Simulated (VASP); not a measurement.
A run of VASP 6.6.1:

The input INCAR:

```
SYSTEM = AlGa3N4
PREC = Accurate
ENCUT = 520
EDIFF = 1E-6
ISMEAR = 0
SIGMA = 0.05
LREAL = .False.
LASPH = .True.
NELM = 100
ALGO = Normal
ISIF = 2
LWAVE = .False.
LCHARG = .False.
GGA = PS
NBANDS = 41
```

The input KPOINTS:

```
regular mesh
0
Gamma
  6 6 6
  0 0 0
```

POSCAR

```
AlGa3N4
1.0
    4.4675774128      0.0000000000      0.0000000000
    0.0000000000      4.4675774128      0.0000000000
    0.0000000000      0.0000000000      4.4675774128
Al Ga N
1 3 4
Direct
   -0.0000012765     -0.0000044047      0.0055585447
    0.4815780042      0.4999987264      0.0035652103
    0.5184212382     -0.0000028251      0.5016493333
   -0.0000008187      0.4999986592      0.5016498438
    0.7498336240      0.7441573026      0.2280544287
    0.7602643432      0.2454376819      0.7495156497
    0.2397490480      0.7659532922      0.7381389632
    0.2501632905      0.2444872841      0.2394145555
```

Potentials or basis: VASP PAW PBE potentials, release 64 (Al, Ga_d, N).

Command:

```sh
$ cat potpaw_PBE.64/Al/POTCAR potpaw_PBE.64/Ga_d/POTCAR potpaw_PBE.64/N/POTCAR > POTCAR
$ mpirun -np 1 vasp_std > vasp.out
```

Hardware: 1 thread of AMD EPYC 7R43 64-Core Processor (Zen 3) (shared host).

Question: Estimate the wall time of this run.

Answer: It took 8.8 min on 1 thread of AMD EPYC 7R43 64-Core Processor (Zen 3) (shared host), peak memory 0.4 GiB. Counts: scf iterations 15, k points 112.
